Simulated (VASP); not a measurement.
A run of VASP 6.6.1:

INCAR

```
SYSTEM = Li
ALGO     = Normal         ! electronic algorithm
EDIFF    = 1E-6           ! SCF threshold, eV
ENCUT    = 520            ! plane-wave cutoff, eV
GGA      = PS             ! functional
ISIF     = 2              ! what is computed and relaxed
ISMEAR   = 0              ! smearing method
LASPH    = .True.         ! aspherical terms in the spheres
LCHARG   = .False.        ! write CHGCAR
LREAL    = .False.        ! projectors in reciprocal space
LWAVE    = .False.        ! write WAVECAR
NBANDS   = 10             ! bands
NELM     = 100            ! most SCF steps
PREC     = Accurate       ! precision mode
SIGMA    = 0.1            ! smearing width, eV
```

Contents of KPOINTS:

```
k-points
0
Gamma
  6 6 4
  0 0 0
```

Contents of POSCAR:

```
Li
1.0
    3.1110021516      0.0000000000      0.0000000000
   -1.5555010758      2.6942068945      0.0000000000
    0.0000000000      0.0000000000      5.0930000000
Li
2
Direct
    0.3333333333      0.6666666667      0.2500000000
    0.6666666667      0.3333333333      0.7500000000
```

Potentials or basis: VASP PAW PBE potentials, release 64 (Li_sv).

The run is started by

```bash
$ cat potpaw_PBE.64/Li_sv/POTCAR > POTCAR
$ mpirun -np 1 vasp_std > vasp.out
```

Hardware: 1 thread of Intel(R) Xeon(R) 6975P-C (Granite Rapids) (shared host).

Task: Estimate the wall time of this run.

Result: It took 2.6 s on 1 thread of Intel(R) Xeon(R) 6975P-C (Granite Rapids) (shared host), peak memory 0.14 GiB. Counts: scf iterations 10, k points 21.
